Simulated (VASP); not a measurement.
# DyGe3P (Pm-3m) in VASP: a series of runs

DyGe3P is run at these levels: PBE; tasks: single point, relaxation of cell and atoms.

Program: VASP 6.6.1. These are calculated values, not measurements. Logs are shortened: lines on timing, memory, paths and dates and some standing lists are left out, and cuts for length are marked.

### 1 The cell of the first run

Symmetry: Pm-3m, No. 221, cubic system. Conventional cell: a = 4.555 Å, b = 4.555 Å, c = 4.555 Å, α = 90.00°, β = 90.00°, γ = 90.00°. Within 4.2 Å of Dy (site symmetry m-3m) lie 12 Ge at 3.22 Å and 8 P at 3.94 Å. Within 3.0 Å of Ge (site symmetry 4/mmm) lie 2 P at 2.28 Å. P (site symmetry m-3m) has 6 Ge at 2.28 Å within 3.0 Å.

The cell was built from a structure type or drawn by symmetry, and may not be a known phase.

### 2 Single point, PBE

INCAR

```
PREC     = Accurate       # precision mode
ENCUT    = 500            # plane-wave cutoff, eV
EDIFF    = 1E-6           # SCF threshold, eV
ISMEAR   = 0              # smearing method
SIGMA    = 0.1            # smearing width, eV
LREAL    = False          # projectors in reciprocal space
LASPH    = True           # aspherical terms in the spheres
NELM     = 200            # most SCF steps
ALGO     = Normal         # electronic algorithm
ISIF     = 2              # what is computed and relaxed
LWAVE    = False          # write WAVECAR
LCHARG   = False          # write CHGCAR
GGA      = PE             # functional
NBANDS   = 36             # bands
GGA_COMPAT= False        
LMAXMIX  = 6              # l up to which the mixer works
```

KPOINTS

```
regular mesh
0
Gamma
  4 4 4
```

POSCAR

```
DyGe3P
1.0
    4.5548539500      0.0000000000      0.0000000000
    0.0000000000      4.5548539500      0.0000000000
    0.0000000000      0.0000000000      4.5548539500
Dy Ge P
1 3 1
Direct
    0.0000000000      0.0000000000      0.0000000000
    0.0000000000      0.5000000000      0.5000000000
    0.5000000000      0.0000000000      0.5000000000
    0.5000000000      0.5000000000      0.0000000000
    0.5000000000      0.5000000000      0.5000000000
```

Potentials or basis: VASP PAW PBE potentials, release 64 (Dy_3, Ge_d, P), 4f in core.

On the command line:

```sh
cat potpaw_PBE.64/Dy_3/POTCAR potpaw_PBE.64/Ge_d/POTCAR potpaw_PBE.64/P/POTCAR > POTCAR
mpirun -np 1 vasp_std > vasp.out
```

OUTCAR:

```text
PREC = Accurate
   ENCUT = 500
   EDIFF = 1E-6
   ISMEAR = 0
   LREAL = False
   LASPH = True
   NELM = 200
   ISIF = 2
   GGA = PE

 ion  position               nearest neighbor table
   1  0.000  0.000  0.000-   2 3.22   3 3.22   4 3.22   2 3.22   3 3.22   2 3.22   4 3.22   2 3.22
                             3 3.22   4 3.22   3 3.22   4 3.22
   2  0.000  0.500  0.500-   5 2.28   5 2.28   1 3.22   1 3.22   1 3.22   1 3.22
   3  0.500  0.000  0.500-   5 2.28   5 2.28   1 3.22   1 3.22   1 3.22   1 3.22
   4  0.500  0.500  0.000-   5 2.28   5 2.28   1 3.22   1 3.22   1 3.22   1 3.22
   5  0.500  0.500  0.500-   2 2.28   3 2.28   4 2.28   4 2.28   3 2.28   2 2.28

  LATTYP: Found a simple cubic cell.
 ALAT       =     4.5548539500

  Lattice vectors:

 A1 = (   4.5548539500,   0.0000000000,   0.0000000000)
 A2 = (   0.0000000000,   4.5548539500,   0.0000000000)
 A3 = (   0.0000000000,   0.0000000000,   4.5548539500)

Analysis of symmetry for initial positions (statically):
=====================================================================
 Subroutine PRICEL returns:
 Original cell was already a primitive cell.

 Routine SETGRP: Setting up the symmetry group for a
 simple cubic supercell.

 Subroutine GETGRP returns: Found 48 space group operations
 (whereof 48 operations were pure point group operations)
 out of a pool of 48 trial point group operations.

The static configuration has the point symmetry O_h .

Analysis of symmetry for dynamics (positions and initial velocities):
=====================================================================
 Subroutine PRICEL returns:
 Original cell was already a primitive cell.

 Routine SETGRP: Setting up the symmetry group for a
 simple cubic supercell.

 Subroutine GETGRP returns: Found 48 space group operations
 (whereof 48 operations were pure point group operations)
 out of a pool of 48 trial point group operations.

The dynamic configuration has the point symmetry O_h .

 Subroutine INISYM returns: Found 48 space group operations
 (whereof 48 operations are pure point group operations),
 and found     1 'primitive' translations

----------------------------------------------------------------------------------------

                                     Primitive cell

  volume of cell :      94.4982

  direct lattice vectors                    reciprocal lattice vectors
     4.554853950  0.000000000  0.000000000     0.219546008  0.000000000  0.000000000
     0.000000000  4.554853950  0.000000000     0.000000000  0.219546008  0.000000000
     0.000000000  0.000000000  4.554853950     0.000000000  0.000000000  0.219546008

  length of vectors
     4.554853950  4.554853950  4.554853950     0.219546008  0.219546008  0.219546008

  position of ions in fractional coordinates (direct lattice)
     0.000000000  0.000000000  0.000000000
     0.000000000  0.500000000  0.500000000
     0.500000000  0.000000000  0.500000000
     0.500000000  0.500000000  0.000000000
     0.500000000  0.500000000  0.500000000

  ion indices of the primitive-cell ions
   primitive index   ion index
                 1           1
                 2           2
                 3           3
                 4           4
                 5           5

----------------------------------------------------------------------------------------

 KPOINTS: regular mesh

Automatic generation of k-mesh.
 Grid dimensions read from file:
 generate k-points for:    4    4    4

 Generating k-lattice:

  Cartesian coordinates                     Fractional coordinates (reciprocal lattice)
     0.054886502  0.000000000  0.000000000     0.250000000  0.000000000  0.000000000
     0.000000000  0.054886502  0.000000000     0.000000000  0.250000000  0.000000000
     0.000000000  0.000000000  0.054886502     0.000000000  0.000000000  0.250000000

  Length of vectors
     0.054886502  0.054886502  0.054886502

  Shift w.r.t. Gamma in fractional coordinates (k-lattice)
     0.000000000  0.000000000  0.000000000

 Subroutine IBZKPT returns following result:
 ===========================================

 Found     10 irreducible k-points:

 Following reciprocal coordinates:
            Coordinates               Weight
  0.000000  0.000000  0.000000      1.000000
  0.250000  0.000000  0.000000      6.000000
  0.500000  0.000000  0.000000      3.000000
  0.250000  0.250000  0.000000     12.000000
  0.500000  0.250000  0.000000     12.000000
  0.500000  0.500000  0.000000      3.000000
  0.250000  0.250000  0.250000      8.000000
  0.500000  0.250000  0.250000     12.000000
  0.500000  0.500000  0.250000      6.000000
  0.500000  0.500000  0.500000      1.000000
   k-points           NKPTS =     10   k-points in BZ     NKDIM =     10   number of bands    NBANDS=     36
   number of dos      NEDOS =    301   number of ions     NIONS =      5
   total plane-waves  NPLWV =  46656
   dimension x,y,z NGX =    36 NGY =   36 NGZ =   36
   dimension x,y,z NGXF=    72 NGYF=   72 NGZF=   72
   ions per type =               1   3   1
   NGX,Y,Z   is equivalent  to a cutoff of  13.14, 13.14, 13.14 a.u.
   NGXF,Y,Z  is equivalent  to a cutoff of  26.28, 26.28, 26.28 a.u.
 SYSTEM =  unknown system
   PREC   = accura    normal or accurate (medium, high low for compatibility)
   ISTART =      0    job   : 0-new  1-cont  2-samecut
   ICHARG =      2    charge: 1-file 2-atom 10-const
   ISPIN  =      1    spin polarized calculation?
   LNONCOLLINEAR =      F non collinear calculations
   LSORBIT =      F    spin-orbit coupling
   LASPH  =      T    aspherical Exc in radial PAW
   ENCUT  =  500.0 eV  36.75 Ry    6.06 a.u.   8.30  8.30  8.30*2*pi/ulx,y,z
   NELM   =    200;   NELMIN=  2; NELMDL= -5     # of ELM steps
   EDIFF  = 0.1E-05   stopping-criterion for ELM
   LREAL  =      F    real-space projection
   EDIFFG = 0.1E-04   stopping-criterion for IOM
   NSW    =      0    number of steps for IOM
   IBRION =     -1    ionic relax: 0-MD 1-quasi-New 2-CG
   NFREE  =      0    steps in history (QN), initial steepest desc. (CG)
   ISIF   =      2    stress and relaxation
   ISYM   =      2    0-nonsym 1-usesym 2-fastsym
   POTIM  = 0.5000    time-step for ionic-motion
   TEBEG  =    0.0;   TEEND  =   0.0 temperature during run
   PSTRESS=    0.0 pullay stress
   NELECT =      56.0000    total number of electrons
   NUPDOWN=      -1.0000    fix difference up-down
   EMIN   =  10.00;   EMAX   =-10.00  energy-range for DOS
   EFERMI =   0.00;   METHOD = LEGACY
   ISMEAR =     0;   SIGMA  =   0.10  broadening in eV -4-tet -1-fermi 0-gaus
   EFERMI_NEDOS =   21; number of points for ismear=-14 and -15
   IALGO  =     38    algorithm
   IMIX   =      4    mixing-type and parameters
     AMIX     =   0.40;   BMIX     =  1.00
     AMIX_MAG =   1.60;   BMIX_MAG =  1.00
  volume/ion in A,a.u.               =      18.90       127.54
  Fermi-wavevector in a.u.,A,eV,Ry     =   1.375086  2.598535 25.726716  1.890860
  Thomas-Fermi vector in A             =   2.500453
   LORBIT       =      0    0 simple, 1 ext, 2 COOP (PROOUT), +10 PAW based schemes
   GGA     = PE    functional components
   LHFCALC =     F    Hartree Fock is set to
   AEXX    =    0.0000 exact exchange contribution
   IVDW    =     0    specifies the selected vdW correction
   LEPSILON=     F    determine dielectric tensor
   LRPA    =     F    only Hartree local field effects (RPA)
 non-spin polarized calculation
 Gauss-broadening in eV      SIGMA  =   0.10
  energy-cutoff  :      500.00
  volume of cell :       94.50
 maximum number of plane-waves:      2440
 NGX is ok and might be reduce to    36
   NGX = 17   NGY = 17   NGZ = 17

 number of electron      55.9999970 magnetization

 Free energy of the ion-electron system (eV)
  ---------------------------------------------------
  ext. energy  EPLUGINS =         0.00000000
  ---------------------------------------------------
  free energy    TOTEN  =       -22.27998429 eV

  energy without entropy =      -22.25582977  energy(sigma->0) =      -22.26790703

 E-fermi :   6.8124     XC(G=0): -11.1712

 val. band max:        6.7919823870   @ k =   0.5000   0.0000   0.0000
 cond. band min:       6.9040836546   @ k =   0.2500   0.2500   0.0000
 fundamental gap:      0.1121012675
 Fermi energy:         6.8123897806

 k-point     1 :       0.0000    0.0000    0.0000
  band No.  band energies     occupation
      1     -17.8966      2.00000
      2     -17.7723      2.00000
      3     -17.7723      2.00000
      4     -17.7595      2.00000
      5     -17.7595      2.00000
      6     -17.7595      2.00000
[... 28 lines left out ...]
     35       8.3569      0.00000
     36       8.3569      0.00000

 k-point     2 :       0.2500    0.0000    0.0000
  band No.  band energies     occupation
      1     -17.8812      2.00000
      2     -17.7846      2.00000
      3     -17.7722      2.00000
      4     -17.7586      2.00000
      5     -17.7485      2.00000
      6     -17.7485      2.00000
[... 28 lines left out ...]
     35      10.8015      0.00000
     36      11.3220      0.00000

 k-point     3 :       0.5000    0.0000    0.0000
  band No.  band energies     occupation
      1     -17.8611      2.00000
      2     -17.8015      2.00000
      3     -17.7720      2.00000
      4     -17.7576      2.00000
      5     -17.7242      2.00000
      6     -17.7242      2.00000
[... 28 lines left out ...]
     35      11.3925      0.00000
     36      12.8709      0.00000

 k-point     4 :       0.2500    0.2500    0.0000
  band No.  band energies     occupation
      1     -17.8664      2.00000
      2     -17.7896      2.00000
      3     -17.7800      2.00000
      4     -17.7510      2.00000
      5     -17.7439      2.00000
      6     -17.7402      2.00000
[... 28 lines left out ...]
     35      11.3412      0.00000
     36      12.1865      0.00000

 k-point     5 :       0.5000    0.2500    0.0000
  band No.  band energies     occupation
      1     -17.8452      2.00000
      2     -17.8054      2.00000
      3     -17.7829      2.00000
      4     -17.7473      2.00000
      5     -17.7243      2.00000
      6     -17.7221      2.00000
[... 28 lines left out ...]
     35      11.6582      0.00000
     36      12.1745      0.00000

 k-point     6 :       0.5000    0.5000    0.0000
  band No.  band energies     occupation
      1     -17.8136      2.00000
      2     -17.8092      2.00000
      3     -17.8092      2.00000
      4     -17.7300      2.00000
      5     -17.7253      2.00000
      6     -17.7209      2.00000
[... 28 lines left out ...]
     35      12.4204      0.00000
     36      12.4544      0.00000

 k-point     7 :       0.2500    0.2500    0.2500
  band No.  band energies     occupation
      1     -17.8539      2.00000
      2     -17.7906      2.00000
      3     -17.7906      2.00000
      4     -17.7455      2.00000
      5     -17.7366      2.00000
      6     -17.7366      2.00000
[... 28 lines left out ...]
     35      12.6843      0.00000
     36      13.0289      0.00000

 k-point     8 :       0.5000    0.2500    0.2500
  band No.  band energies     occupation
      1     -17.8345      2.00000
      2     -17.8080      2.00000
      3     -17.7912      2.00000
      4     -17.7397      2.00000
      5     -17.7244      2.00000
      6     -17.7192      2.00000
[... 28 lines left out ...]
     35      11.6301      0.00000
     36      11.9083      0.00000

 k-point     9 :       0.5000    0.5000    0.2500
  band No.  band energies     occupation
      1     -17.8127      2.00000
      2     -17.8104      2.00000
      3     -17.8104      2.00000
      4     -17.7252      2.00000
      5     -17.7206      2.00000
      6     -17.7206      2.00000
[... 28 lines left out ...]
     35      10.1807      0.00000
     36      12.4728      0.00000

 k-point    10 :       0.5000    0.5000    0.5000
  band No.  band energies     occupation
      1     -17.8120      2.00000
      2     -17.8120      2.00000
      3     -17.8120      2.00000
      4     -17.7203      2.00000
      5     -17.7203      2.00000
      6     -17.7203      2.00000
[... 28 lines left out ...]
     35      11.1319      0.00000
     36      11.1352      0.00000

------------------------ aborting loop because EDIFF is reached ----------------------------------------

  FORCE on cell =-STRESS in cart. coord.  units (eV):
  Direction    XX          YY          ZZ          XY          YZ          ZX
  --------------------------------------------------------------------------------------
  -------------------------------------------------------------------------------------
  Total        7.4878185      7.4878185      7.4878185     -0.0000000      0.0000000      0.0000000
  in kB      126.9528693    126.9528693    126.9528693     -0.0000000      0.0000000      0.0000000
  external PRESSURE =     126.9528693 kB  Pullay stress =       0.0000000 kB

 VOLUME and BASIS-vectors are now :
 -----------------------------------------------------------------------------
  energy-cutoff  :      500.00
  volume of cell :       94.50
      direct lattice vectors                 reciprocal lattice vectors
     4.554853950  0.000000000  0.000000000     0.219546008  0.000000000  0.000000000
     0.000000000  4.554853950  0.000000000     0.000000000  0.219546008  0.000000000
     0.000000000  0.000000000  4.554853950     0.000000000  0.000000000  0.219546008

 POSITION                                       TOTAL-FORCE (eV/Angst)
 -----------------------------------------------------------------------------------
      0.00000      0.00000      0.00000         0.000000      0.000000      0.000000
      0.00000      2.27743      2.27743         0.000000      0.000000      0.000000
      2.27743      0.00000      2.27743         0.000000      0.000000      0.000000
      2.27743      2.27743      0.00000         0.000000      0.000000      0.000000
      2.27743      2.27743      2.27743         0.000000      0.000000      0.000000
 -----------------------------------------------------------------------------------
    total drift:                                0.000000      0.000000      0.000000

  FREE ENERGIE OF THE ION-ELECTRON SYSTEM (eV)
  ---------------------------------------------------
  free  energy   TOTEN  =       -22.2799842864 eV

  energy  without entropy=      -22.2558297750  energy(sigma->0) =      -22.26790703
```

Run time: 16 s. Hardware: 1 thread of Intel Xeon 6975P-C (Granite Rapids), shared host; peak memory 0.21 GiB.

Results:

| Property | Result |
| --- | --- |
| Free energy | -22.2800 eV |
| Pressure | 12.7 GPa |
| Band gap on the k mesh | zero (bands 28 and 29 overlap by 1.78 eV) |

Caveat: the cell stands under pressure; spin-orbit coupling is left out, which moves the levels of the heavy elements; the 4f electrons are frozen in the core, so they carry no moment and show no levels. Spin polarisation is off, so any magnetic state and its effect on volume and gap are missing.

[end of part 1 of 3]
